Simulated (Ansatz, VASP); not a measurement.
## ZnS: VASP beside Ansatz

```
CELL_PARAMETERS angstrom
0.00000 2.72118 2.72118
2.72118 0.00000 2.72118
2.72118 2.72118 0.00000
ATOMIC_POSITIONS crystal
Zn 0.00000 0.00000 0.00000
S 0.25000 0.25000 0.25000
```

Alike in both runs: functional PBE; k mesh 8 × 8 × 8; occupations gaussian, width 0.02 eV; no spin polarisation.

Ansatz relaxed the structure, and its values are those at the end. VASP's run is a single point on that final structure, the one shown.

|  | VASP | Ansatz |
| --- | --- | --- |
| version | VASP 6.6.1 | Ansatz 0.2.0 |
| potentials or method | VASP PAW PBE potentials, release 64 (Zn, S), cutoff 520 eV | scalar-relativistic, plane waves, PAW |
| valence electrons in the cell | 18 | 18 |

```tsv
	VASP	Ansatz	Ansatz less VASP
gap on the k mesh at the Fermi level (eV)	2.02	2.02	-0.004
least direct gap on the mesh (eV)	2.02	2.02	-0.004
pressure (GPa)	0.2	0.0	-0.16
```

With one functional, cell and mesh, what is left measures potentials, basis and numerics.
